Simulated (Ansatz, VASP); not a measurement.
**AlN in VASP and in Ansatz**

```xyz
4
Lattice="3.0888 0.0000 0.0000 -1.5444 2.6750 0.0000 0.0000 0.0000 4.9680" Properties=species:S:1:pos:R:3 pbc="T T T"
Al    0.0000    1.7833   -0.0025
Al    1.5444    0.8917    2.4815
N     0.0000    1.7833    1.8903
N     1.5444    0.8917    4.3743
```

Change from the starting cell: z stretched by +0.5 %, x and y held.

Alike in both runs: functional LDA; k mesh 8 × 8 × 6; no spin polarisation.

Ansatz relaxed the structure, and its values are those at the end. VASP's run is a single point on that final structure, the one shown.

```csv
,VASP,Ansatz
version,VASP 6.6.1,Ansatz 0.2.0
potentials or method,"VASP PAW LDA potentials, release 64 (Al, N), cutoff 520 eV","all-electron LAPW, scalar-relativistic"
occupations,"gaussian, width 0.01 eV",fixed
```

|  | VASP | Ansatz | Ansatz less VASP |
| --- | --- | --- | --- |
| gap on the k mesh at the Fermi level (eV) | 4.41 | 4.40 | -0.006 |
| pressure (GPa) | -0.4 | -1.0 | -0.58 |

LDA's correlation is that of Perdew and Zunger in VASP and of Perdew and Wang (1992) in Ansatz. Ansatz ran all-electron here, and VASP with PAW potentials.
